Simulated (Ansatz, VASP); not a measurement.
Hf4F: VASP beside Ansatz

The input INCAR:

```
ALGO = Normal
DIPOL = 0.5 0.5 0.366
EDIFF = 1E-7
ENCUT = 520
GGA = PE
IDIPOL = 3
ISIF = 2
ISMEAR = 0
LASPH = True
LCHARG = False
LDIPOL = True
LREAL = False
LWAVE = False
NBANDS = 32
NELM = 80
PREC = Accurate
SIGMA = 0.1
```

Contents of KPOINTS:

```
k-points
0
Gamma
  9 9 1
```

POSCAR

```
Hf4F
1.0
    3.2048170381      0.0000000000      0.0000000000
   -1.6024085190      2.7754529695      0.0000000000
    0.0000000000      0.0000000000     24.5281466259
Hf F
4 1
Direct
    0.6666666667      0.3333333333      0.1630779553
    0.3333333333      0.6666666667      0.2663815885
    0.6666666667      0.3333333333      0.3732987945
    0.3333333333      0.6666666667      0.4699966451
    1.1111111111     -0.1111111111      0.5552048768
```

Input for Ansatz:

```yaml
crystal:
  lattice:
    - [3.2048170381, 0.0, 0.0]
    - [-1.602408519, 2.7754529695, 0.0]
    - [0.0, 0.0, 24.5281466259]
  atoms:
    - { symbol: Hf, position: [0.6666666667, 0.3333333333, 0.1630779553] }
    - { symbol: Hf, position: [0.3333333333, 0.6666666667, 0.2663815885] }
    - { symbol: Hf, position: [0.6666666667, 0.3333333333, 0.3732987945] }
    - { symbol: Hf, position: [0.3333333333, 0.6666666667, 0.4699966451] }
    - { symbol: F, position: [1.1111111111, -0.1111111111, 0.5552048768] }
basis:
  ecutwfc: 420
kpoints:
  mp_grid: { grid: [9, 9, 1] }
hamiltonian:
  xc: pbe
scf:
  occupations: { method: gaussian, width: 0.1 }
output:
  forces: true
  eigenvalues: true
efield:
  axis: 3
  dipole_correction: true
  ramp_width: 0.04
```

Alike in both runs: task single point; functional PBE; k mesh 9 × 9 × 1; occupations gaussian, width 0.1 eV; no spin polarisation.

|  | VASP | Ansatz |
| --- | --- | --- |
| version | VASP 6.6.1 | Ansatz 0.2.0 |
| potentials or method | VASP PAW PBE potentials, release 64 (Hf_pv, F), cutoff 520 eV | scalar-relativistic, plane waves, PAW |
| valence electrons in the cell | 47 | 111 |

|  | VASP | Ansatz | Ansatz less VASP |
| --- | --- | --- | --- |
| gap on the k mesh at the Fermi level (eV) | none | none | - |
| rms of the force components (eV/Å) | 1.525 | 1.522 | -0.0025 |

Atom by atom the forces differ by 0.016 eV/Å (rms over components). A gap of «none» marks a metal or a gap that the smearing closes. The functional is the same, so the differences come from potentials, cutoffs and numerics. VASP's potentials hold 47 valence electrons a cell and Ansatz's 111, so a difference there can come from the potentials and not from the codes.

Neither program's run includes spin-orbit coupling.
